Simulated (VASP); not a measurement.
Write the native input for VASP 6.6.1 that does the following.

```yaml
Task: relaxation of cell and atoms
Functional: PBE
Potentials_or_basis: VASP PAW PBE potentials, release 64 (Pb_d)
Cutoff: 600 eV
k_mesh: 18 × 18 × 18
Occupations: gaussian, width 0.1 eV
Spin: no spin polarisation
Dipole_correction: no
Further_INCAR_settings: ALGO = Fast; EDIFF = 1e-06; IBRION = 2; EDIFFG = -0.01; NSW = 100; ISIF = 3
```

The structure of Pb lies in POSCAR:

```
Pb
1.0
    3.3913488344      0.0000000000      0.0000000000
   -1.6956744172      2.9369942437      0.0000000000
    0.0000000000      0.0000000000      3.1687915671
Pb
1
Direct
    0.0000000000      0.0000000000      0.0000000000
```

The input as run:

INCAR

```
ALGO     = Fast           # electronic algorithm
EDIFF    = 1E-6           # SCF threshold, eV
EDIFFG   = -0.01          # ionic threshold
ENCUT    = 600            # plane-wave cutoff, eV
GGA      = PE             # functional
IBRION   = 2              # ionic algorithm
ISIF     = 3              # what is computed and relaxed
ISMEAR   = 0              # smearing method
LASPH    = T              # aspherical terms in the spheres
LCHARG   = F              # write CHGCAR
LREAL    = F              # projectors in reciprocal space
LWAVE    = F              # write WAVECAR
NELM     = 100            # most SCF steps
NSW      = 100            # ionic steps
PREC     = Accurate       # precision mode
SIGMA    = 0.1            # smearing width, eV
```

KPOINTS

```
k-points
0
Gamma
  18 18 18
```

Potentials or basis: VASP PAW PBE potentials, release 64 (Pb_d).

Run with:

```bash
$ cat potpaw_PBE.64/Pb_d/POTCAR > POTCAR
$ mpirun -np 1 vasp_std > vasp.out
```

Results of the run:

```json
{
 "Relaxed volume": "33.08 Å³/atom",
 "Relaxed cell": "a = 3.421 Å, b = 3.421 Å, c = 3.264 Å, α = 90.00°, β = 90.00°, γ = 120.00°",
 "Space group after relaxing (to 0.05 Å)": "P6/mmm (No. 191)",
 "Energy gained by relaxing": "12.3 meV/atom",
 "Ionic steps": "9",
 "Pressure after relaxing": "0.0 GPa",
 "Band gap on the k mesh": "zero (band 7 reaches 10.95 eV, above the bottom of band 8 at 4.15 eV)"
}
```

Caveat: spin-orbit coupling is left out, which moves the levels of the heavy elements.

It took 5.1 min on 1 thread of Intel(R) Xeon(R) 6975P-C (Granite Rapids), on a shared host, peak memory 0.29 GiB.
